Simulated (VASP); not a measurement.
# InP (zincblende type): single point with LDA

The system is InP (zincblende type).

```
In P
1.0
     0.00000    2.51084    2.51084
     2.51084    0.00000    2.51084
     2.51084    2.51084    0.00000
In P
1 1
Direct
  0.00000 0.00000 0.00000
  0.25000 0.25000 0.25000
```

This cell differs from its parent crystal: volume scaled by 0.64.

| Item | Value |
| --- | --- |
| Program | VASP 6.6.1 |
| Task | single point |
| Functional | LDA |
| Potentials or basis | VASP PAW LDA potentials, release 64 (In_d, P) |
| Cutoff | 500 eV |
| k mesh | 11 × 11 × 11 |
| Occupations | fermi-dirac, width 0.05 eV |
| Spin | no spin polarisation |
| Dipole correction | no |
| Further INCAR settings | ALGO = Normal; EDIFF = 1e-06; NBANDS = 16 |

The pressure is 85.4 GPa and the band gap on the k mesh is 0.51 eV, indirect (least direct gap 2.55 eV).

Levels at points of the mesh, in eV from the valence-band top:
```
           k point  band 7  band 8  band 9  band 10  band 11  band 12
(0.00, 0.00, 0.00)    0.00    0.00    0.00     2.55     3.37     3.37
```

Wall time 20 s on 1 thread of Intel(R) Xeon(R) Platinum 8375C CPU @ 2.90GHz (Ice Lake), with other jobs on the host, peak memory 0.15 GiB.

Caveat: spin-orbit coupling is left out, which moves the levels of the heavy elements. A k mesh can miss the band edges.
